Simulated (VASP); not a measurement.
The system is PIr.

```xyz
2
Lattice="0.0000 2.6258 2.6258 2.6258 0.0000 2.6258 2.6258 2.6258 0.0000" Properties=species:S:1:pos:R:3 pbc="T T T"
Ir    0.0000    0.0000    0.0000
P     1.3129    1.3129    1.3129
```

Base run:

```yaml
Program: VASP 6.6.1
Functional: PBE
Potentials_or_basis: VASP PAW PBE potentials, release 64 (Ir, P)
Cutoff: 520 eV
k_mesh: 12 × 12 × 12
Occupations: gaussian, width 0.05 eV
Spin: no spin polarisation
```

Its results: band gap on the k mesh zero (band 7 reaches 10.49 eV, above the bottom of band 8 at 6.28 eV); pressure 0.3 GPa.

Task: After a change of settings the same cell gave: band gap on the k mesh zero (band 7 reaches 10.49 eV, above the bottom of band 8 at 6.28 eV); pressure -4.1 GPa. Which change was it?
A. k mesh from 12 × 12 × 12 to 18 × 18 × 18; further incar settings from ALGO = Normal; EDIFF = 1e-06; NBANDS = 14 to ALGO = Normal; EDIFF = 1e-07; NBANDS = 14
B. functional from PBE to r2SCAN; further incar settings from ALGO = Normal; EDIFF = 1e-06; NBANDS = 14 to ALGO = Normal; EDIFF = 1e-07; NBANDS = 14
C. dispersion from none to D3(BJ)

Result: C.

Dispersion adds attraction, which lowers the pressure at fixed volume and, as a term added to the energy, leaves the levels alone.

Caveats: spin-orbit coupling is left out, which moves the levels of the heavy elements; pairwise dispersion overbinds metals, which lowers pressure and volume (some runs).
